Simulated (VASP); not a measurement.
# ZnTe2O3: single point with PBE

The system is ZnTe2O3.

```
Zn Te O
1.0
     2.69573    1.55638    4.34488
    -2.69573    1.55638    4.34488
     0.00000   -3.11276    4.34488
Zn Te O
1 2 3
Direct
  0.00000 0.00000 0.00000
  0.62571 0.62571 0.62571
  0.37429 0.37429 0.37429
  0.00000 0.50000 0.00000
  0.50000 0.00000 0.00000
  0.00000 0.00000 0.50000
```

The cell was generated, and may not be a known phase.

```json
{
  "Program": "VASP 6.6.1",
  "Task": "single point",
  "Functional": "PBE",
  "Potentials or basis": "VASP PAW PBE potentials, release 64 (Zn, Te, O)",
  "Cutoff": "520 eV",
  "k mesh": "6 × 6 × 6",
  "Occupations": "gaussian, width 0.1 eV",
  "Spin": "no spin polarisation"
}
```

```yaml
Pressure: -13.8 GPa
Largest_force: 0.094 eV/Å
Band_gap_on_the_k_mesh: zero (bands 21 and 22 overlap by 0.28 eV)
```

Forces in eV/Å, atoms in the order of the input:
```
Zn   0.000  0.000  0.000
Te   0.000  0.000 -0.094
Te   0.000  0.000  0.094
O    0.000  0.000  0.000
O    0.000  0.000  0.000
O    0.000  0.000  0.000
```

Stress tensor (GPa, compression positive):
```
 -9.64   0.00   0.00
  0.00  -9.64   0.00
  0.00   0.00 -22.26
```

Levels at points of the mesh, in eV from the Fermi level:
```csv
k point,band 17,band 18,band 19,band 20,band 21,band 22,band 23,band 24,band 25,band 26
"(0.00, 0.00, 0.00)",-2.60,-1.84,-1.84,-0.11,-0.09,0.11,0.11,1.11,1.11,2.04
"(0.50, 0.00, 0.00)",-1.30,-1.18,-1.18,-0.47,-0.33,0.20,1.06,1.51,1.64,2.11
"(0.50, 0.50, 0.00)",-1.22,-1.06,-0.60,-0.31,-0.12,0.02,0.20,1.18,1.30,2.51
"(0.50, 0.50, 0.50)",-1.41,-0.78,-0.78,-0.24,-0.24,-0.09,0.31,0.31,1.32,2.33
```

It took 3.3 min on 1 thread of Intel Xeon 8259CL, with other jobs on the host, peak memory 0.3 GiB.

Caveat: the stress differs along the axes, from -22 to -10 GPa; semilocal functionals underestimate gaps, and a narrow one can read as zero; spin-orbit coupling is left out, which moves the levels of the heavy elements.
